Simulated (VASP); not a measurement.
Here is a VASP 6.6.1 calculation.

POSCAR

```
Ir
1.0
   -1.4796926786      1.4796926786      1.4796926786
    1.4796926786     -1.4796926786      1.4796926786
    1.4796926786      1.4796926786     -1.4796926786
Ir
1
Direct
    0.0000000000      0.0000000000      0.0000000000
```

File INCAR.step1:

```
ALGO = Normal ; EDIFF = 1E-4
ENCUT = 520 ; GGA = PE
ISMEAR = -1 ; LASPH = True
LCHARG = False ; LREAL = False
LWAVE = True ; NBANDS = 10
NELM = 60 ; PREC = Accurate
SIGMA = 0.1
```

Contents of INCAR.step2:

```
ALGO = Normal ; EDIFF = 1E-6
ENCUT = 520 ; ISIF = 2
ISMEAR = -1 ; ISTART = 1
LASPH = True ; LCHARG = False
LMIXTAU = True ; LREAL = False
LWAVE = False ; METAGGA = R2SCAN
NBANDS = 10 ; NELM = 60
PREC = Accurate ; SIGMA = 0.1
```

The input KPOINTS:

```
k-points
0
Gamma
  16 16 16
```

Potentials or basis: VASP PAW PBE potentials, release 64 (Ir).

Command:

```sh
$ cat potpaw_PBE.64/Ir/POTCAR > POTCAR
$ cp INCAR.step1 INCAR
$ mpirun -np 1 vasp_std > vasp.out
$ cp INCAR.step2 INCAR
$ mpirun -np 1 vasp_std > vasp.out
```

Task: Estimate the pressure.

Result: 63.1 GPa.

Caveat: the PAW data sets were made with another functional, which shifts forces and pressure a little.
